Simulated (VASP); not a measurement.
# Ni (Fm-3m) in VASP: notebook

Ni is run at these levels: r2SCAN; tasks: single point.

Program: VASP 6.6.1. These are calculated values, not measurements. Logs are shortened: lines on timing, memory, paths and dates and some standing lists are left out, and cuts for length are marked.

**1. The cell of the first run**

The structure is cubic, space group Fm-3m (No. 225). The conventional cell has a = 3.466 Å, b = 3.466 Å, c = 3.466 Å, α = 90.00°, β = 90.00°, γ = 90.00°. Ni (site symmetry m-3m) has 12 Ni at 2.45 Å within 3.2 Å.

**2. Single point, r2SCAN**

Contents of POSCAR:

```
Ni
1.0
    0.0000000000      1.7330608651      1.7330608651
    1.7330608651      0.0000000000      1.7330608651
    1.7330608651      1.7330608651      0.0000000000
Ni
1
Direct
    0.0000000000      0.0000000000      0.0000000000
```

Contents of INCAR.step1:

```
SYSTEM = Ni
ALGO = Normal ; EDIFF = 1E-4
ENCUT = 520 ; GGA = PE
ISMEAR = -1 ; LASPH = .TRUE.
LCHARG = .FALSE. ; LREAL = .FALSE.
LWAVE = .TRUE. ; NBANDS = 11
NELM = 100 ; PREC = Accurate
SIGMA = 0.03
```

Contents of INCAR.step2:

```
SYSTEM = Ni
ALGO = Normal ; EDIFF = 1E-7
ENCUT = 520 ; ISIF = 2
ISMEAR = -1 ; ISTART = 1
LASPH = .TRUE. ; LCHARG = .TRUE.
LELF = .TRUE. ; LMIXTAU = .TRUE.
LREAL = .FALSE. ; LVHAR = .TRUE.
LWAVE = .FALSE. ; METAGGA = R2SCAN
NBANDS = 11 ; NELM = 100
PREC = Accurate ; SIGMA = 0.03
```

Contents of KPOINTS:

```
k-points
0
G
  15 15 15
  0 0 0
```

Potentials or basis: VASP PAW PBE potentials, release 64 (Ni).

Command:

```console
> cat potpaw_PBE.64/Ni/POTCAR > POTCAR
> cp INCAR.step1 INCAR
> mpirun -np 1 vasp_std > vasp.out
> cp INCAR.step2 INCAR
> mpirun -np 1 vasp_std > vasp.out
```

OUTCAR:

```text
SYSTEM = Ni
   EDIFF = 1E-7
   ENCUT = 520
   ISIF = 2
   ISMEAR = -1
   ISTART = 1
   LASPH = .TRUE.
   LREAL = .FALSE.
   METAGGA = R2SCAN
   NELM = 100
   PREC = Accurate

 ion  position               nearest neighbor table
   1  0.000  0.000  0.000-

  LATTYP: Found a face centered cubic cell.
 ALAT       =     3.4661217302

  Lattice vectors:

 A1 = (   0.0000000000,   1.7330608651,   1.7330608651)
 A2 = (   1.7330608651,   0.0000000000,   1.7330608651)
 A3 = (   1.7330608651,   1.7330608651,   0.0000000000)

Analysis of symmetry for initial positions (statically):
=====================================================================
 Subroutine PRICEL returns:
 Original cell was already a primitive cell.

 Routine SETGRP: Setting up the symmetry group for a
 face centered cubic supercell.

 Subroutine GETGRP returns: Found 48 space group operations
 (whereof 48 operations were pure point group operations)
 out of a pool of 48 trial point group operations.

The static configuration has the point symmetry O_h .

Analysis of symmetry for dynamics (positions and initial velocities):
=====================================================================
 Subroutine PRICEL returns:
 Original cell was already a primitive cell.

 Routine SETGRP: Setting up the symmetry group for a
 face centered cubic supercell.

 Subroutine GETGRP returns: Found 48 space group operations
 (whereof 48 operations were pure point group operations)
 out of a pool of 48 trial point group operations.

The dynamic configuration has the point symmetry O_h .

 Subroutine INISYM returns: Found 48 space group operations
 (whereof 48 operations are pure point group operations),
 and found     1 'primitive' translations

----------------------------------------------------------------------------------------

                                     Primitive cell

  volume of cell :      10.4105

  direct lattice vectors                    reciprocal lattice vectors
     0.000000000  1.733060865  1.733060865    -0.288506890  0.288506890  0.288506890
     1.733060865  0.000000000  1.733060865     0.288506890 -0.288506890  0.288506890
     1.733060865  1.733060865  0.000000000     0.288506890  0.288506890 -0.288506890

  length of vectors
     2.450918180  2.450918180  2.450918180     0.499708591  0.499708591  0.499708591

  position of ions in fractional coordinates (direct lattice)
     0.000000000  0.000000000  0.000000000

  ion indices of the primitive-cell ions
   primitive index   ion index
                 1           1

----------------------------------------------------------------------------------------

 KPOINTS: k-points

Automatic generation of k-mesh.
 Grid dimensions read from file:
 generate k-points for:   15   15   15

 Generating k-lattice:

  Cartesian coordinates                     Fractional coordinates (reciprocal lattice)
    -0.019233793  0.019233793  0.019233793     0.066666667  0.000000000  0.000000000
     0.019233793 -0.019233793  0.019233793     0.000000000  0.066666667  0.000000000
     0.019233793  0.019233793 -0.019233793     0.000000000  0.000000000  0.066666667

  Length of vectors
     0.033313906  0.033313906  0.033313906

  Shift w.r.t. Gamma in fractional coordinates (k-lattice)
     0.000000000  0.000000000  0.000000000

 Subroutine IBZKPT returns following result:
 ===========================================

 Found    120 irreducible k-points:

 Following reciprocal coordinates:
            Coordinates               Weight
  0.000000  0.000000  0.000000      1.000000
  0.066667  0.000000  0.000000      8.000000
  0.133333  0.000000  0.000000      8.000000
  0.200000  0.000000  0.000000      8.000000
  0.266667  0.000000  0.000000      8.000000
  0.333333  0.000000  0.000000      8.000000
[... 16 lines left out ...]
  0.133333  0.133333  0.000000      6.000000
  0.200000  0.133333  0.000000     24.000000
 [... further k-points ...]
   k-points           NKPTS =    120   k-points in BZ     NKDIM =    120   number of bands    NBANDS=     11
   number of dos      NEDOS =    301   number of ions     NIONS =      1
   total plane-waves  NPLWV =   5832
   dimension x,y,z NGX =    18 NGY =   18 NGZ =   18
   dimension x,y,z NGXF=    36 NGYF=   36 NGZF=   36
   ions per type =               1
   NGX,Y,Z   is equivalent  to a cutoff of  12.21, 12.21, 12.21 a.u.
   NGXF,Y,Z  is equivalent  to a cutoff of  24.42, 24.42, 24.42 a.u.
 SYSTEM =  Ni
   PREC   = accura    normal or accurate (medium, high low for compatibility)
   ISTART =      1    job   : 0-new  1-cont  2-samecut
   ICHARG =      0    charge: 1-file 2-atom 10-const
   ISPIN  =      1    spin polarized calculation?
   LNONCOLLINEAR =      F non collinear calculations
   LSORBIT =      F    spin-orbit coupling
   LASPH  =      T    aspherical Exc in radial PAW
   ENCUT  =  520.0 eV  38.22 Ry    6.18 a.u.   4.56  4.56  4.56*2*pi/ulx,y,z
   NELM   =    100;   NELMIN=  2; NELMDL=  0     # of ELM steps
   EDIFF  = 0.1E-06   stopping-criterion for ELM
   LREAL  =      F    real-space projection
   EDIFFG = 0.1E-05   stopping-criterion for IOM
   NSW    =      0    number of steps for IOM
   IBRION =     -1    ionic relax: 0-MD 1-quasi-New 2-CG
   NFREE  =      0    steps in history (QN), initial steepest desc. (CG)
   ISIF   =      2    stress and relaxation
   ISYM   =      2    0-nonsym 1-usesym 2-fastsym
   POTIM  = 0.5000    time-step for ionic-motion
   TEBEG  =    0.0;   TEEND  =   0.0 temperature during run
   PSTRESS=    0.0 pullay stress
   NELECT =      10.0000    total number of electrons
   NUPDOWN=      -1.0000    fix difference up-down
   EMIN   =  10.00;   EMAX   =-10.00  energy-range for DOS
   EFERMI =   0.00;   METHOD = LEGACY
   ISMEAR =    -1;   SIGMA  =   0.03  broadening in eV -4-tet -1-fermi 0-gaus
   EFERMI_NEDOS =   21; number of points for ismear=-14 and -15
   IALGO  =     38    algorithm
   IMIX   =      4    mixing-type and parameters
     AMIX     =   0.40;   BMIX     =  1.00
     AMIX_MAG =   1.60;   BMIX_MAG =  1.00
  volume/ion in A,a.u.               =      10.41        70.25
  Fermi-wavevector in a.u.,A,eV,Ry     =   1.615292  3.052459 35.499885  2.609168
  Thomas-Fermi vector in A             =   2.710063
   LORBIT       =      0    0 simple, 1 ext, 2 COOP (PROOUT), +10 PAW based schemes
   METAGGA = R2SCAN    functional components
   LHFCALC =     F    Hartree Fock is set to
   AEXX    =    0.0000 exact exchange contribution
   IVDW    =     0    specifies the selected vdW correction
   LEPSILON=     F    determine dielectric tensor
   LRPA    =     F    only Hartree local field effects (RPA)
 non-spin polarized calculation
  energy-cutoff  :      520.00
  volume of cell :       10.41
 maximum number of plane-waves:       295
   NGX =  9   NGY =  9   NGZ =  9

 number of electron       9.9999995 magnetization

 Free energy of the ion-electron system (eV)
  ---------------------------------------------------
  ext. energy  EPLUGINS =         0.00000000
  ---------------------------------------------------
  free energy    TOTEN  =       -11.83417394 eV

  energy without entropy =      -11.82478610  energy(sigma->0) =      -11.82948002

 E-fermi :   9.5966     XC(G=0): -14.6564

 val. band max:        9.5801953974   @ k =  -0.4667   0.2000   0.0000
 cond. band min:       9.5966916609   @ k =   0.4667   0.1333   0.0000
 fundamental gap:      0.0164962634
 Fermi energy:         9.5966165840

 k-point     1 :       0.0000    0.0000    0.0000
  band No.  band energies     occupation
      1       0.1304      2.00000
      2       7.6126      2.00000
      3       7.6126      2.00000
      4       7.6126      2.00000
      5       8.7233      2.00000
      6       8.7233      2.00000
      7      34.7570      0.00000
      8      39.4308      0.00000
      9      39.4308      0.00000
     10      39.4310      0.00000
     11      42.3358      0.00000

 k-point     2 :       0.0667    0.0000    0.0000
  band No.  band energies     occupation
      1       0.3171      2.00000
      2       7.5591      2.00000
      3       7.6554      2.00000
      4       7.6554      2.00000
      5       8.7050      2.00000
      6       8.7050      2.00000
      7      34.1914      0.00000
      8      37.2928      0.00000
      9      38.9883      0.00000
     10      38.9884      0.00000
     11      42.9770      0.00000

 k-point     3 :       0.1333    0.0000    0.0000
  band No.  band energies     occupation
      1       0.8654      2.00000
      2       7.4196      2.00000
      3       7.7560      2.00000
      4       7.7561      2.00000
      5       8.6774      2.00000
      6       8.6774      2.00000
      7      31.5639      0.00000
      8      35.9927      0.00000
      9      38.2239      0.00000
     10      38.2240      0.00000
     11      43.5988      0.00000

 k-point     4 :       0.2000    0.0000    0.0000
  band No.  band energies     occupation
      1       1.7328      2.00000
      2       7.2571      2.00000
      3       7.8261      2.00000
      4       7.8261      2.00000
      5       8.7249      2.00000
      6       8.7249      2.00000
      7      28.0135      0.00000
      8      35.4395      0.00000
      9      37.5512      0.00000
     10      37.5513      0.00000
     11      43.7387      0.00000
[... 239 lines left out ...]
 k-point    22 :      -0.0667    0.0667    0.0000
  band No.  band energies     occupation
      1       0.6244      2.00000
      2       7.4635      2.00000
      3       7.7183      2.00000
      4       7.7349      2.00000
      5       8.6170      2.00000
      6       8.7461      2.00000
      7      33.2682      0.00000
      8      35.2394      0.00000
      9      37.9572      0.00000
     10      40.0977      0.00000
     11      42.5029      0.00000

 k-point    23 :       0.1333    0.1333    0.0000
  band No.  band energies     occupation
      1       1.1056      2.00000
      2       7.2483      2.00000
      3       7.8958      2.00000
      4       7.8958      2.00000
      5       8.4085      2.00000
      6       8.8491      2.00000
      7      33.3403      0.00000
      8      34.9705      0.00000
      9      34.9705      0.00000
     10      36.0029      0.00000
     11      43.6493      0.00000

 k-point    24 :       0.2000    0.1333    0.0000
  band No.  band energies     occupation
      1       1.7411      2.00000
      2       7.0679      2.00000
      3       7.9759      2.00000
      4       8.0298      2.00000
      5       8.3632      2.00000
      6       8.9221      2.00000
      7      30.8652      0.00000
      8      33.7917      0.00000
      9      33.8989      0.00000
     10      36.4333      0.00000
     11      41.8503      0.00000

 [... further k-points ...]

------------------------ aborting loop because EDIFF is reached ----------------------------------------

  FORCE on cell =-STRESS in cart. coord.  units (eV):
  Direction    XX          YY          ZZ          XY          YZ          ZX
  --------------------------------------------------------------------------------------
  -------------------------------------------------------------------------------------
  Total       -0.0022014     -0.0022014     -0.0022014      0.0000000      0.0000000     -0.0000000
  in kB       -0.3387980     -0.3387980     -0.3387980      0.0000000      0.0000000     -0.0000000
  external PRESSURE =      -0.3387980 kB  Pullay stress =       0.0000000 kB

 VOLUME and BASIS-vectors are now :
 -----------------------------------------------------------------------------
  energy-cutoff  :      520.00
  volume of cell :       10.41
      direct lattice vectors                 reciprocal lattice vectors
     0.000000000  1.733060865  1.733060865    -0.288506890  0.288506890  0.288506890
     1.733060865  0.000000000  1.733060865     0.288506890 -0.288506890  0.288506890
     1.733060865  1.733060865  0.000000000     0.288506890  0.288506890 -0.288506890

 POSITION                                       TOTAL-FORCE (eV/Angst)
 -----------------------------------------------------------------------------------
      0.00000      0.00000      0.00000         0.000000      0.000000      0.000000
 -----------------------------------------------------------------------------------
    total drift:                               -0.000000     -0.000000      0.000000

  FREE ENERGIE OF THE ION-ELECTRON SYSTEM (eV)
  ---------------------------------------------------
  free  energy   TOTEN  =       -11.8341739407 eV

  energy  without entropy=      -11.8247860970  energy(sigma->0) =      -11.82948002
```

Run time: 25 s. Hardware: 1 thread of Intel Xeon 6975P-C (Granite Rapids), shared host; peak memory 0.12 GiB.

What came out:

- Free energy: -11.8342 eV
- Pressure: 0.0 GPa
- Band gap on the k mesh: zero (band 5 reaches 9.79 eV, above the bottom of band 6 at 8.68 eV)

Caveat: the PAW data sets were made with another functional, which shifts forces and pressure a little; the run has no spin polarisation, though such a crystal can be magnetic.

**3. Single point, r2SCAN**

POSCAR is that of step 2.

Contents of INCAR.step1:

```
  PREC = Accurate
  ENCUT = 520
  ISMEAR = -1
  SIGMA = 0.2
  LREAL = False
  LASPH = True
  NELM = 80
  NBANDS = 11
  GGA = PE
  ALGO = Normal
  EDIFF = 1E-4
  LWAVE = True
  LCHARG = False
```

Contents of INCAR.step2:

```
  PREC = Accurate
  ENCUT = 520
  EDIFF = 1E-7
  ISMEAR = -1
  SIGMA = 0.2
  LREAL = False
  LASPH = True
  NELM = 80
  ALGO = Normal
  ISIF = 2
  LWAVE = False
  LCHARG = False
  METAGGA = R2SCAN
  LMIXTAU = True
  NBANDS = 11
  ISTART = 1
```

Contents of KPOINTS:

```
Automatic mesh
0
Gamma
  15 15 15
```

Potentials or basis: VASP PAW PBE potentials, release 64 (Ni).

Command:

```console
> cat potpaw_PBE.64/Ni/POTCAR > POTCAR
> cp INCAR.step1 INCAR
> mpirun -np 1 vasp_std > vasp.out
> cp INCAR.step2 INCAR
> mpirun -np 1 vasp_std > vasp.out
```

OUTCAR:

```text
PREC = Accurate
   ENCUT = 520
   EDIFF = 1E-7
   ISMEAR = -1
   LREAL = False
   LASPH = True
   NELM = 80
   ISIF = 2
   METAGGA = R2SCAN
   ISTART = 1

 ion  position               nearest neighbor table
   1  0.000  0.000  0.000-

  LATTYP: Found a face centered cubic cell.
 ALAT       =     3.4661217302

  Lattice vectors:

 A1 = (   0.0000000000,   1.7330608651,   1.7330608651)
 A2 = (   1.7330608651,   0.0000000000,   1.7330608651)
 A3 = (   1.7330608651,   1.7330608651,   0.0000000000)

Analysis of symmetry for initial positions (statically):
=====================================================================
 Subroutine PRICEL returns:
 Original cell was already a primitive cell.

 Routine SETGRP: Setting up the symmetry group for a
 face centered cubic supercell.

 Subroutine GETGRP returns: Found 48 space group operations
 (whereof 48 operations were pure point group operations)
 out of a pool of 48 trial point group operations.

The static configuration has the point symmetry O_h .

Analysis of symmetry for dynamics (positions and initial velocities):
[... 156 lines left out ...]
 E-fermi :   9.6940     XC(G=0): -14.6612

 val. band max:        9.6799135834   @ k =  -0.4667   0.4000   0.0667
 cond. band min:       9.6960515587   @ k =   0.4667   0.4000   0.0000
 fundamental gap:      0.0161379753
 Fermi energy:         9.6939572628

 k-point     1 :       0.0000    0.0000    0.0000
  band No.  band energies     occupation
      1       0.1281      2.00000
      2       7.6023      1.99994
      3       7.6023      1.99994
      4       7.6023      1.99994
      5       8.7313      1.98388
      6       8.7313      1.98388
      7      34.7594      0.00000
      8      39.4343      0.00000
      9      39.4343      0.00000
     10      39.4345      0.00000
     11      42.3385      0.00000
[... 309 lines left out ...]
 k-point    24 :       0.2000    0.1333    0.0000
  band No.  band energies     occupation
      1       1.7389      2.00000
      2       7.0582      2.00000
      3       7.9694      1.99964
      4       8.0201      1.99954
      5       8.3670      1.99738
      6       8.9293      1.95723
      7      30.8661      0.00000
      8      33.7940      0.00000
      9      33.8979      0.00000
     10      36.4325      0.00000
     11      41.8539      0.00000

 [... further k-points ...]
[... 5 lines left out ...]
  --------------------------------------------------------------------------------------
  -------------------------------------------------------------------------------------
  Total        0.1203958      0.1203958      0.1203958      0.0000000      0.0000000      0.0000000
  in kB       18.5289306     18.5289306     18.5289306      0.0000000      0.0000000      0.0000000
  external PRESSURE =      18.5289306 kB  Pullay stress =       0.0000000 kB

 VOLUME and BASIS-vectors are now :
 -----------------------------------------------------------------------------
  energy-cutoff  :      520.00
  volume of cell :       10.41
      direct lattice vectors                 reciprocal lattice vectors
     0.000000000  1.733060865  1.733060865    -0.288506890  0.288506890  0.288506890
     1.733060865  0.000000000  1.733060865     0.288506890 -0.288506890  0.288506890
     1.733060865  1.733060865  0.000000000     0.288506890  0.288506890 -0.288506890

 POSITION                                       TOTAL-FORCE (eV/Angst)
 -----------------------------------------------------------------------------------
      0.00000      0.00000      0.00000         0.000000      0.000000      0.000000
 -----------------------------------------------------------------------------------
    total drift:                                0.000000     -0.000000      0.000000

  FREE ENERGIE OF THE ION-ELECTRON SYSTEM (eV)
  ---------------------------------------------------
  free  energy   TOTEN  =       -11.9751536268 eV

  energy  without entropy=      -11.7369256924  energy(sigma->0) =      -11.85603966
```

OUTCAR.step1:

```text
PREC = Accurate
   ENCUT = 520
   ISMEAR = -1
   LREAL = False
   LASPH = True
   NELM = 80
[... 552 lines left out ...]
 POSITION                                       TOTAL-FORCE (eV/Angst)
 -----------------------------------------------------------------------------------
      0.00000      0.00000      0.00000        -0.000000     -0.000000      0.000000
 -----------------------------------------------------------------------------------
    total drift:                                0.000000      0.000000      0.000000

  FREE ENERGIE OF THE ION-ELECTRON SYSTEM (eV)
  ---------------------------------------------------
  free  energy   TOTEN  =        -5.5578366047 eV

  energy  without entropy=       -5.3131325952  energy(sigma->0) =       -5.43548460
```

Run time: 26 s. Hardware: 1 thread of Intel Xeon 6975P-C (Granite Rapids), shared host; peak memory 0.13 GiB.

What came out:

```yaml
Free_energy: -11.9752 eV
Pressure: 1.9 GPa
Band_gap_on_the_k_mesh: zero (band 5 reaches 9.78 eV, above the bottom of band 6 at 8.68 eV)
```

Caveat: the PAW data sets were made with another functional, which shifts forces and pressure a little; the run has no spin polarisation, though such a crystal can be magnetic.

(Continued in part 2 of 2.)
